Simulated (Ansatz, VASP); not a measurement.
# Sb: VASP beside Ansatz

INCAR

```
SYSTEM = Sb
PREC     = Accurate       ! precision mode
ENCUT    = 520            ! plane-wave cutoff, eV
EDIFF    = 1E-6           ! SCF threshold, eV
ISMEAR   = 0              ! smearing method
SIGMA    = 0.15           ! smearing width, eV
LREAL    = .False.        ! projectors in reciprocal space
LASPH    = .True.         ! aspherical terms in the spheres
NELM     = 100            ! most SCF steps
ALGO     = Normal         ! electronic algorithm
ISIF     = 2              ! what is computed and relaxed
LWAVE    = .False.        ! write WAVECAR
LCHARG   = .True.         ! write CHGCAR
GGA      = PS             ! functional
LELF     = .True.         ! ELF
LVHAR    = .True.       
NBANDS   = 8              ! bands
```

Contents of KPOINTS:

```
regular mesh
0
Gamma
  16 16 16
  0 0 0
```

File POSCAR:

```
Sb
1.0
    3.1600000000      0.0000000000      0.0000000000
    0.0000000000      3.1600000000      0.0711000000
    0.0000000000      0.0711000000      3.1600000000
Sb
1
Direct
    0.0000000000      0.0000000000      0.0000000000
```

Input for Ansatz:

```yaml
crystal:
  lattice:
    - [3.16, 0.0, 0.0]
    - [0.0, 3.16, 0.0711]
    - [0.0, 0.0711, 3.16]
  atoms:
    - { symbol: Sb, position: [0.0, 0.0, 0.0] }
basis:
  ecutwfc: 420
kpoints:
  mp_grid: { grid: [16, 16, 16] }
hamiltonian:
  xc: pbesol
scf:
  occupations: { method: gaussian, width: 0.15 }
output:
  forces: true
  stress: true
  eigenvalues: true
```

Change from the starting cell: strain +0.0450 x Voigt [0, 0, 0, 1, 0, 0], atoms carried along.

Alike in both runs: task single point; functional PBEsol; k mesh 16 × 16 × 16; occupations gaussian, width 0.15 eV; no spin polarisation.

```csv
,VASP,Ansatz
version,VASP 6.6.1,Ansatz 0.2.0
potentials or method,"VASP PAW PBE potentials, release 64 (Sb), cutoff 520 eV","scalar-relativistic, plane waves, PAW"
valence electrons in the cell,5,15
```

|  | VASP | Ansatz | Ansatz less VASP |
| --- | --- | --- | --- |
| gap on the k mesh at the Fermi level (eV) | none | none | - |
| pressure (GPa) | -4.9 | -4.9 | -0.03 |
| traceless stress, the component that is largest in VASP (GPa) | -0.67 | -0.67 | -0.003 |

VASP's potentials were made for PBE, not for PBEsol. A gap of «none» marks a metal or a gap that the smearing closes. VASP's potentials hold 5 valence electrons a cell and Ansatz's 15, so a difference there can come from the potentials and not from the codes.

Neither program's run includes spin-orbit coupling.
